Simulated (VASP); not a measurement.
A run of VASP 6.6.1 is set up as follows.

The input INCAR:

```
SYSTEM = Si15Ni
ALGO = Normal
EDIFF = 1E-6
ENCUT = 520
GGA = PS
ISIF = 2
ISMEAR = 0
ISPIN = 2
LASPH = .True.
LCHARG = .False.
LDAU = .True.
LDAUJ = 0 0
LDAUL = 2 -1
LDAUPRINT = 1
LDAUTYPE = 2
LDAUU = 5 0
LMAXMIX = 4
LORBIT = 11
LREAL = Auto
LWAVE = .False.
MAGMOM = 4 0 0 0 0 0 0 0 0 0 0 0 0 0 0 0
NBANDS = 53
NELM = 150
PREC = Accurate
SIGMA = 0.05
```

KPOINTS

```
k-points
0
Gamma
  3 3 3
  0 0 0
```

File POSCAR:

```
Si15Ni
1.0
    0.0000000000      5.4370000000      5.4370000000
    5.4370000000      0.0000000000      5.4370000000
    5.4370000000      5.4370000000      0.0000000000
Ni Si
1 15
Direct
    1.0000000000      0.0000000000      1.0000000000
    0.0008460273      0.0008460273      0.4991539727
    0.0008460273      0.4991539727      0.0008460273
    0.0008460273      0.4991539727      0.4991539727
    0.4991539727      0.0008460273      0.0008460273
    0.4991539727      0.0008460273      0.4991539727
    0.4991539727      0.4991539727      0.0008460273
    0.5000000000      0.5000000000      0.5000000000
    0.1202211774      0.1202211774      0.1202211774
    0.1202211774      0.1202211774      0.6393364679
    0.1202211774      0.6393364679      0.1202211774
    0.1235527506      0.6254824165      0.6254824165
    0.6393364679      0.1202211774      0.1202211774
    0.6254824165      0.1235527506      0.6254824165
    0.6254824165      0.6254824165      0.1235527506
    0.6254824165      0.6254824165      0.6254824165
```

Potentials or basis: VASP PAW PBE potentials, release 64 (Ni, Si).

Launch:

```bash
$ cat potpaw_PBE.64/Ni/POTCAR potpaw_PBE.64/Si/POTCAR > POTCAR
$ mpirun -np 1 vasp_std > vasp.out
```

Problem. Predict the pressure.

Solution. -2.5 GPa.

Problem. Predict the net moment.

Solution. -0.66 μB per cell.

Eigenvalues of the final occupation matrices:
```csv
site,spin,trace,eigenvalues
site 1 d,1,4.31,0.83 0.83 0.83 0.91 0.91
site 1 d,2,4.43,0.87 0.87 0.87 0.91 0.91
```

Caveat: the PAW data sets were made with another functional, which shifts forces and pressure a little; the U is typed as a test and isn't derived for this compound. The state reached can hang on the start; a lower one may exist.
